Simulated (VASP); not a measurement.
KCl:

```
K Cl
1.0
     0.00000    3.14187    3.14187
     3.14187    0.00000    3.14187
     3.14187    3.14187    0.00000
K Cl
1 1
Direct
  0.00000 0.00000 0.00000
  0.50000 0.50000 0.50000
```

- Program: VASP 6.6.1
- Task: relaxation of cell and atoms
- Functional: LDA
- Potentials or basis: VASP PAW LDA potentials, release 64 (K_sv, Cl)
- Cutoff: 500 eV
- k mesh: 6 × 6 × 6
- Occupations: gaussian, width 0.02 eV
- Spin: no spin polarisation

At the start: pressure -1.9 GPa; volume 31.01 Å³/atom.

Problem. Where does the relaxation end?

Solution. Over 4 steps the energy falls by 18.3 meV/atom and the volume is 28.15 Å³/atom (-9.2 %); space group Fm-3m (No. 225, to 0.1 Å) before and after.

Step by step:
```tsv
step	energy change (eV)	largest force (eV/Å)	pressure (GPa)	volume (Å³)
1	0.0000	0.0000	-1.87	62.03
2	-0.0287	0.0000	-0.97	58.84
3	-0.0366	0.0000	-0.09	56.51
4	-0.0367	0.0000	0.00	56.30
```

Final structure:
```cif
data_structure
_symmetry_space_group_name_H-M 'P 1'
_symmetry_Int_Tables_number 1
_cell_length_a 4.3019
_cell_length_b 4.3019
_cell_length_c 4.3019
_cell_angle_alpha 60.000
_cell_angle_beta 60.000
_cell_angle_gamma 60.000
_cell_volume 56.30
loop_
_atom_site_label
_atom_site_type_symbol
_atom_site_fract_x
_atom_site_fract_y
_atom_site_fract_z
_atom_site_occupancy
K1 K 0.00000 0.00000 0.00000 1
Cl1 Cl 0.50000 0.50000 0.50000 1
```
